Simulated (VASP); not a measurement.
Write the native input for VASP 6.6.1 that does the following.

```yaml
Task: single point
Functional: LDA
Potentials_or_basis: VASP PAW PBE potentials, release 64 (Lu)
Cutoff: 520 eV
k_mesh: 11 × 11 × 6
Occupations: fermi-dirac, width 0.01 eV
Spin: no spin polarisation
Dipole_correction: no
Further_INCAR_settings: ALGO = Normal; EDIFF = 1e-06; NBANDS = 32
```

The structure of Lu lies in POSCAR:

```
Lu
1.0
    3.3823924653      0.0000000000      0.0000000000
   -1.6911962327      2.9292378005      0.0000000000
    0.0000000000      0.0000000000      5.2524129119
Lu
2
Direct
    0.3333333333      0.6666666667      0.2500000000
    0.6666666667      0.3333333333      0.7500000000
```

These files were run (other wordings do the same):

INCAR

```
PREC = Accurate
ENCUT = 520
EDIFF = 1E-6
ISMEAR = -1
SIGMA = 0.01
LREAL = F
LASPH = T
NELM = 80
ALGO = Normal
ISIF = 2
LWAVE = F
LCHARG = F
GGA = CA
NBANDS = 32
```

KPOINTS

```
Automatic mesh
0
Gamma
  11 11 6
```

Potentials or basis: VASP PAW PBE potentials, release 64 (Lu).

Launch:

```bash
$ cat potpaw_PBE.64/Lu/POTCAR > POTCAR
$ mpirun -np 1 vasp_std > vasp.out
```

Results of the run:

```yaml
Pressure: -0.1 GPa
Band_gap_on_the_k_mesh: zero (bands 25 and 26 overlap by 1.91 eV)
```

Caveat: the PAW data sets were made with another functional, which shifts forces and pressure a little; spin-orbit coupling is left out, which moves the levels of the heavy elements.

Run time: 100 s on 1 thread of Intel(R) Xeon(R) Platinum 8488C (Sapphire Rapids), on a shared host, peak memory 0.22 GiB.
